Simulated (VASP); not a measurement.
Na, 1 atom in the cell. The structure is cubic, space group Im-3m (No. 229). The conventional cell has a = 4.192 Å, b = 4.192 Å, c = 4.192 Å, α = 90.00°, β = 90.00°, γ = 90.00°. Na (site symmetry m-3m) has 14 Na at 3.63 to 4.19 Å within 4.8 Å.  This cell differs from its parent crystal: volume scaled by 0.97.

- Program: VASP 6.6.1
- Task: single point
- Functional: PBEsol
- Potentials or basis: VASP PAW PBE potentials, release 64 (Na_pv)
- Cutoff: 520 eV
- k mesh: 12 × 12 × 12
- Occupations: fermi-dirac, width 0.05 eV
- Spin: no spin polarisation
- Dipole correction: no
- Further INCAR settings: ALGO = Normal; EDIFF = 1e-07; NBANDS = 10

Potentials or basis: VASP PAW PBE potentials, release 64 (Na_pv).

Launch:

```bash
$ cat potpaw_PBE.64/Na_pv/POTCAR > POTCAR
$ mpirun -np 1 vasp_std > vasp.out
```

Hardware: 1 thread of AMD EPYC 7R43 64-Core Processor (Zen 3), with other jobs on the host.

Q: How long does it take, and how much memory?

A: Wall time 18 s on 1 thread of AMD EPYC 7R43 64-Core Processor (Zen 3), with other jobs on the host, peak memory 0.12 GiB. Counts: scf iterations 10, k points 72.
